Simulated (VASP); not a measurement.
# AgCl: single point with LDA

AgCl:

```
CELL_PARAMETERS angstrom
0.00000 2.67706 2.67706
2.67706 0.00000 2.67706
2.67706 2.67706 0.00000
ATOMIC_POSITIONS crystal
Ag 0.99813 0.99813 0.99813
Cl 0.50000 0.50000 0.50000
```

This cell differs from its parent crystal: -0.01, -0.01] A.

```
Program             : VASP 6.6.1
Task                : single point
Functional          : LDA
Potentials or basis : VASP PAW LDA potentials, release 64 (Ag, Cl)
Cutoff              : 520 eV
k mesh              : 8 × 8 × 8
Occupations         : gaussian, width 0.01 eV
Spin                : non-collinear spin, zero start, spin-orbit coupling
Starting moments    : [[0.0, 0.0, 0.0], [0.0, 0.0, 0.0]] μB
```

| Item | Value |
| --- | --- |
| Pressure | 0.0 GPa |
| Largest force | 0.029 eV/Å |
| Net moment | 0.00 μB per cell |
| Valence electrons inside the program's atomic spheres | Ag 9.78; Cl 5.05 |

Forces on the atoms (eV/Å):
```
Ag   0.017  0.017  0.017
Cl  -0.017 -0.017 -0.017
```

Moments on the atoms (μB; x, y, z):
```
Ag  0.00 0.00 0.00
Cl  0.00 0.00 0.00
```

Run time: 4 min on 1 thread of Intel(R) Xeon(R) Platinum 8375C CPU @ 2.90GHz (Ice Lake), with other jobs on the host, peak memory 0.34 GiB.

Caveat: the cell differs from its parent crystal (-0.01, -0.01] A).
